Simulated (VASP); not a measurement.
A run of VASP 6.6.1 is set up as follows.

The input INCAR:

```
PREC     = Accurate       # precision mode
ENCUT    = 600            # plane-wave cutoff, eV
EDIFF    = 1E-6           # SCF threshold, eV
ISMEAR   = 0              # smearing method
SIGMA    = 0.1            # smearing width, eV
LREAL    = False          # projectors in reciprocal space
LASPH    = True           # aspherical terms in the spheres
NELM     = 60             # most SCF steps
ALGO     = Normal         # electronic algorithm
ISIF     = 3              # what is computed and relaxed
LWAVE    = False          # write WAVECAR
LCHARG   = False          # write CHGCAR
GGA      = PE             # functional
IBRION   = 2              # ionic algorithm
NSW      = 100            # ionic steps
EDIFFG   = -0.01          # ionic threshold
```

File KPOINTS:

```
regular mesh
0
Gamma
  20 20 20
```

File POSCAR:

```
Al
1.0
    2.6854245002      0.0000000000      0.0000000000
    0.0000000000      2.6854245002      0.0000000000
    0.0000000000      0.0000000000      2.8521114983
Al
1
Direct
    0.0000000000      0.0000000000      0.5000000000
```

Potentials or basis: VASP PAW PBE potentials, release 64 (Al).

The run is started by

```sh
$ cat potpaw_PBE.64/Al/POTCAR > POTCAR
$ mpirun -np 1 vasp_std > vasp.out
```

Predict the relaxed cell.

a = 2.722 Å, b = 2.722 Å, c = 2.723 Å, α = 90.00°, β = 90.00°, γ = 90.00°.

Estimate the relaxed volume.

20.17 Å³/atom.

Estimate the space group after relaxing (to 0.05 Å).

Pm-3m (No. 221).

Final structure:
```
Al
1.0
     2.72190    0.00000    0.00000
     0.00000    2.72190    0.00000
     0.00000    0.00000    2.72288
Al
1
Direct
  0.00000 0.00000 0.50000
```
